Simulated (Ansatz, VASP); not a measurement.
## One calculation of PbS, two programs

```
Pb S
1.0
    -2.83473    5.15516   -0.72150
     1.07766   -0.35196    6.65365
     5.22814    3.16937    1.16192
Pb S
4 4
Direct
  0.42930 0.26293 0.29170
  0.92960 0.26316 0.79157
  0.07033 0.73694 0.20834
  0.57068 0.73699 0.70838
  0.94829 0.31083 0.31498
  0.44698 0.31085 0.81503
  0.55302 0.68904 0.18513
  0.05179 0.68927 0.68487
```

Change from the starting cell: cell x2, atoms moved at random (sigma 0.05 Å) and cell strained at random (1.5 %), then relaxed without symmetry.

Alike in both runs: functional PBE; k mesh 4 × 2 × 2; occupations gaussian, width 0.1 eV; no spin polarisation.

Ansatz relaxed the structure, and its values are those at the end. VASP's run is a single point on that final structure, the one shown.

|  | VASP | Ansatz |
| --- | --- | --- |
| version | VASP 6.6.1 | Ansatz 0.2.0 |
| potentials or method | VASP PAW PBE potentials, release 64 (Pb_d, S), cutoff 520 eV | scalar-relativistic, plane waves, PAW |
| valence electrons in the cell | 80 | 80 |

|  | VASP | Ansatz | Ansatz less VASP |
| --- | --- | --- | --- |
| gap on the k mesh at the Fermi level (eV) | 1.25 | 1.25 | +0.003 |
| least direct gap on the mesh (eV) | 1.25 | 1.25 | +0.003 |
| pressure (GPa) | 0.1 | 0.1 | +0.06 |
| rms of the force components (eV/Å) | 0.007 | 0.008 | +0.0011 |

The k mesh is coarse, so the values compare programs but aren't converged. Spin-orbit coupling is off throughout.
